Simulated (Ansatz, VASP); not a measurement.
# Co in VASP and in Ansatz

The input INCAR:

```
  PREC = Accurate
  ENCUT = 600
  EDIFF = 1E-6
  ISMEAR = -1
  SIGMA = 0.1
  LREAL = False
  LASPH = True
  NELM = 150
  ALGO = Normal
  ISIF = 3
  LWAVE = False
  LCHARG = False
  ISPIN = 2
  MAGMOM = 2.5 2.5
  LORBIT = 11
  LMAXMIX = 4
  GGA = B5
  ALDAX = 1.0
  AGGAX = 1.0
  AGGAC = 1.0
  ALDAC = 0.0
  IVDW = 12
  VDW_S6 = 1.0
  VDW_S8 = 2.6996
  VDW_A1 = 0.4298
  VDW_A2 = 4.2359
  IBRION = 2
  NSW = 80
  EDIFFG = -0.02
```

KPOINTS

```
Automatic mesh
0
Gamma
  14 14 8
```

POSCAR

```
Co
1.0
    2.4873650000      0.0000000000      0.0000000000
   -1.2436820000      2.1541210000      0.0000000000
    0.0000000000      0.0000000000      4.0632900000
Co
2
Direct
    0.6666666667      0.3333333333      0.2598610000
    0.3333333333      0.6666666667      0.7401390000
```

Input for Ansatz:

```yaml
crystal:
  lattice:
    - [2.487365, 0.0, 0.0]
    - [-1.243682, 2.154121, 0.0]
    - [0.0, 0.0, 4.06329]
  atoms:
    - { symbol: Co, position: [0.6666666666666666, 0.3333333333333333, 0.259861] }
    - { symbol: Co, position: [0.3333333333333333, 0.6666666666666666, 0.740139] }
basis:
  ecutwfc: 470.0
kpoints:
  mp_grid:
    grid: [14, 14, 8]
hamiltonian:
  xc: blyp
  dispersion: d3bj
magnetization:
  spin_polarized: true
  per_species:
    Co: 2.5
scf:
  occupations:
    method: fermi_dirac
relax:
  f_tol: 0.02
  cell: {}
```

Alike in both runs: task relaxation of cell and atoms; functional BLYP; dispersion D3(BJ); k mesh 14 × 14 × 8; collinear spin.

|  | VASP | Ansatz |
| --- | --- | --- |
| version | VASP 6.6.1 | Ansatz 0.2.0 |
| potentials or method | VASP PAW PBE potentials, release 64 (Co), cutoff 600 eV | plane waves, PAW |
| occupations | fermi-dirac, width 0.1 eV | fermi-dirac |
| valence electrons in the cell | 18 | 34 |

VASP gave:

| Quantity | Value |
| --- | --- |
| net moment per atom (μB) | 1.53 |
| size of the moment on the site where the two differ most (μB) | 1.54 |
| relaxed volume (Å³/atom) | 10.55 |
| relaxed length of the cell vector where the two differ most in proportion (Å) | 2.469 |

Estimate Ansatz's values.

net moment per atom (μB): 1.54; size of the moment on the site where the two differ most (μB): 1.60; relaxed volume (Å³/atom): 10.57; relaxed length of the cell vector where the two differ most in proportion (Å): 2.472.

VASP's potentials were made for PBE, not for BLYP. Site moments also hang on the region over which each program counts them. VASP's potentials hold 18 valence electrons a cell and Ansatz's 34, so a difference there can come from the potentials and not from the codes.
